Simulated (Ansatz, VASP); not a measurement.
Y3AlN4 in VASP and in Ansatz

```
Y Al N
1.0
     4.78217    0.00000    0.00000
     0.00000    4.78217    0.00000
     0.00000    0.00000    4.78217
Y Al N
3 1 4
Direct
  0.50000 0.00000 0.50000
  0.50000 0.50000 0.00000
  0.00000 0.50000 0.50000
  0.00000 0.00000 0.00000
  0.00000 0.50000 0.00000
  0.50000 0.50000 0.50000
  0.00000 0.00000 0.50000
  0.50000 0.00000 0.00000
```

Alike in both runs: task relaxation of cell and atoms; functional PBE; k mesh 8 × 8 × 8; occupations gaussian, width 0.1 eV; no spin polarisation.

```csv
,VASP,Ansatz
version,VASP 6.6.1,Ansatz 0.2.0
potentials or method,"VASP PAW PBE potentials, release 64 (Y_sv, Al, N), cutoff 600 eV","scalar-relativistic, plane waves, PAW"
valence electrons in the cell,56,56
```

```csv
,VASP,Ansatz,Ansatz less VASP
"gap on the k mesh at the Fermi level, each at its own relaxed structure (eV)",none,none,-
relaxed volume (Å³/atom),13.63,13.65,+0.024
relaxed length of the cell vector where the two differ most in proportion (Å),4.777,4.780,+0.0028
```

A gap of «none» marks a metal or a gap that the smearing closes.
